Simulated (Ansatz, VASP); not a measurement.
LiCl in VASP and in Ansatz

Contents of INCAR:

```
PREC = Accurate
ENCUT = 520
EDIFF = 1E-6
ISMEAR = 0
SIGMA = 0.05
LREAL = False
LASPH = True
NELM = 60
ALGO = Normal
ISIF = 2
LWAVE = False
LCHARG = False
GGA = PS
NBANDS = 18
```

File KPOINTS:

```
regular mesh
0
Gamma
  9 9 4
```

POSCAR

```
LiCl
1.0
    3.9248822083      0.0000000000      0.0000000000
   -1.9624411042      3.3990476993      0.0000000000
    0.0000000000      0.0000000000      6.3571610000
Li Cl
2 2
Direct
    0.6666666667      0.3333333333      0.8760170000
    0.3333333333      0.6666666667      0.3760170000
    0.6666666667      0.3333333333      0.4989840000
    0.3333333333      0.6666666667      0.9989840000
```

Input for Ansatz:

```yaml
crystal:
  lattice:
    - [3.9248822083, 0.0, 0.0]
    - [-1.9624411042, 3.3990476993, 0.0]
    - [0.0, 0.0, 6.357161]
  atoms:
    - { symbol: Li, position: [0.6666666667, 0.3333333333, 0.876017] }
    - { symbol: Li, position: [0.3333333333, 0.6666666667, 0.376017] }
    - { symbol: Cl, position: [0.6666666667, 0.3333333333, 0.498984] }
    - { symbol: Cl, position: [0.3333333333, 0.6666666667, 0.998984] }
basis:
  ecutwfc: 420
kpoints:
  mp_grid: { grid: [9, 9, 4] }
hamiltonian:
  xc: pbesol
scf:
  occupations: { method: gaussian, width: 0.05 }
output:
  forces: true
  stress: true
  eigenvalues: true
```

Alike in both runs: task single point; functional PBEsol; k mesh 9 × 9 × 4; occupations gaussian, width 0.05 eV; no spin polarisation.

|  | VASP | Ansatz |
| --- | --- | --- |
| version | VASP 6.6.1 | Ansatz 0.2.0 |
| potentials or method | VASP PAW PBE potentials, release 64 (Li_sv, Cl), cutoff 520 eV | scalar-relativistic, plane waves, PAW |
| valence electrons in the cell | 20 | 20 |

|  | VASP | Ansatz | Ansatz less VASP |
| --- | --- | --- | --- |
| gap on the k mesh at the Fermi level (eV) | 5.74 | 5.74 | -0.003 |
| least direct gap on the mesh (eV) | 5.74 | 5.74 | -0.003 |
| rms of the force components (eV/Å) | 0.010 | 0.010 | -0.0001 |

VASP's potentials were made for PBE, not for PBEsol. Atom by atom the forces differ by 0.000 eV/Å (rms over components).

Noted on VASP's run: the cutoff is short for stress, so the pressure is rough.
